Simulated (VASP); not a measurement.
Wanted: the native input for a VASP 6.6.1 run.

```
Task                   : single point
Functional             : PBE
Potentials or basis    : VASP PAW PBE potentials, release 64 (Ga_d, P)
Cutoff                 : 520 eV
k mesh                 : 6 × 6 × 6
Occupations            : gaussian, width 0.01 eV
Spin                   : no spin polarisation
Dipole correction      : no
Further INCAR settings : ALGO = Normal; EDIFF = 1e-06; NBANDS = 16
```

The structure of GaP lies in POSCAR:

```
GaP
1.0
    0.0000000000      2.7254096970      2.7254096970
    2.7254096970      0.0000000000      2.7254096970
    2.7254096970      2.7254096970      0.0000000000
Ga P
1 1
Direct
    0.0000000000      0.0000000000      0.0000000000
    0.2500000000      0.2500000000      0.2500000000
```

One way to write it, as run:

INCAR

```
SYSTEM = GaP
ALGO = Normal
EDIFF = 1E-6
ENCUT = 520
GGA = PE
ISIF = 2
ISMEAR = 0
LASPH = .True.
LCHARG = .False.
LREAL = .False.
LWAVE = .False.
NBANDS = 16
NELM = 80
PREC = Accurate
SIGMA = 0.01
```

KPOINTS

```
k-points
0
Gamma
  6 6 6
  0 0 0
```

Potentials or basis: VASP PAW PBE potentials, release 64 (Ga_d, P).

Run with:

```sh
$ cat potpaw_PBE.64/Ga_d/POTCAR potpaw_PBE.64/P/POTCAR > POTCAR
$ mpirun -np 1 vasp_std > vasp.out
```

It gave:

The pressure is 2.4 GPa and the band gap on the k mesh is 1.65 eV, indirect (least direct gap 1.82 eV).

It took 13 s on 1 thread of AMD EPYC 7R43 64-Core Processor (Zen 3) (shared host), peak memory 0.13 GiB.
